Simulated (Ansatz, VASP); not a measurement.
# Two plane-wave programs on Bi2Te2Se

```
Bi Te Se
1.0
     2.16097    1.24764   10.58557
    -2.16097    1.24764   10.58557
     0.00000   -2.49527   10.58557
Bi Te Se
2 2 1
Direct
  0.60828 0.60828 0.60828
  0.39172 0.39172 0.39172
  0.21960 0.21960 0.21960
  0.78040 0.78040 0.78040
  0.00000 0.00000 0.00000
```

Alike in both runs: task single point; functional LDA; k mesh 6 × 6 × 6; occupations gaussian, width 0.1 eV; no spin polarisation.

```csv
,VASP,Ansatz
version,VASP 6.6.1,Ansatz 0.2.0
potentials or method,"VASP PAW LDA potentials, release 64 (Bi_d, Te, Se), cutoff 520 eV","scalar-relativistic, plane waves, PAW"
valence electrons in the cell,48,78
```

Ansatz gave:

- gap on the k mesh at the Fermi level (eV): 0.37
- least direct gap on the mesh (eV): 0.37
- pressure (GPa): -2.7
- traceless stress, the component that is largest in VASP (GPa): -0.10
- rms of the force components (eV/Å): 0.050

Task: Estimate VASP's values.

Result: gap on the k mesh at the Fermi level (eV): 0.36; least direct gap on the mesh (eV): 0.36; pressure (GPa): -2.6; traceless stress, the component that is largest in VASP (GPa): -0.08; rms of the force components (eV/Å): 0.039.

LDA's correlation is that of Perdew and Zunger in VASP and of Perdew and Wang (1992) in Ansatz. Atom by atom the forces differ by 0.016 eV/Å (rms over components). VASP's potentials hold 48 valence electrons a cell and Ansatz's 78, so a difference there can come from the potentials and not from the codes.

Neither program's run includes spin-orbit coupling.
